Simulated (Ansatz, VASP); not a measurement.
## Pd in VASP and in Ansatz

```xyz
1
Lattice="0.0000 1.9873 1.9873 1.9873 0.0000 1.9873 1.9873 1.9873 0.0000" Properties=species:S:1:pos:R:3 pbc="T T T"
Pd    0.0000    0.0000    0.0000
```

Alike in both runs: task single point; functional revPBE; k mesh 22 × 22 × 22; occupations fermi-dirac, width 0.05 eV; collinear spin.

|  | VASP | Ansatz |
| --- | --- | --- |
| version | VASP 6.6.1 | Ansatz 0.2.0 |
| potentials or method | VASP PAW PBE potentials, release 64 (Pd), cutoff 520 eV | plane waves (420 eV) with PAW, scalar-relativistic |
| valence electrons in the cell | 10 | 18 |

|  | VASP | Ansatz | Ansatz less VASP |
| --- | --- | --- | --- |
| net moment per atom (μB) | 0.33 | 0.33 | +0.003 |
| size of the moment on the site where the two differ most (μB) | 0.33 | 0.34 | +0.010 |

VASP's potentials were made for PBE, not for revPBE. Site moments also hang on the region over which each program counts them. With one functional, cell and mesh, what is left measures potentials, basis and numerics. VASP's potentials hold 10 valence electrons a cell and Ansatz's 18, so a difference there can come from the potentials and not from the codes.
